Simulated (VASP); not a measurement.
A run of VASP 6.6.1 is set up as follows.

The input INCAR:

```
SYSTEM = Br
ALGO = Normal ; EDIFF = 1E-7
EDIFFG = -0.03 ; ENCUT = 500
GGA = PE ; GGA_COMPAT = .FALSE.
IBRION = 2 ; ISIF = 3
ISMEAR = -1 ; LASPH = .TRUE.
LCHARG = .FALSE. ; LREAL = .FALSE.
LWAVE = .FALSE. ; NELM = 120
NELMIN = 4 ; NSW = 80
PREC = Accurate ; PSTRESS = 600.0
SIGMA = 0.01
```

The input KPOINTS:

```
k-points
0
G
  6 6 6
  0 0 0
```

POSCAR

```
Br
1.0
    0.0000000000      3.2400000000      3.2400000000
    3.2400000000      0.0000000000      3.2400000000
    3.2400000000      3.2400000000      0.0000000000
Br
2
Direct
    1.0000000000      1.0000000000      1.0000000000
    0.2500000000      0.2500000000      0.2500000000
```

Potentials or basis: VASP PAW PBE potentials, release 64 (Br).

Command:

```sh
$ cat potpaw_PBE.64/Br/POTCAR > POTCAR
$ mpirun -np 1 vasp_std > vasp.out
```

(1) Estimate the space group after relaxing (to 0.1 Å).

(2) Predict the band gap on the k mesh.

(3) Estimate the relaxed volume.

## Answers

(1) Fd-3m (No. 227).

(2) zero (bands 7 and 8 overlap by 4.67 eV).

(3) 20.38 Å³/atom.

Caveat: the cell is relaxed towards a set pressure, so the run minimises the enthalpy, not the energy; the volume moved by over 15 % at a fixed basis, so the end points are rough.
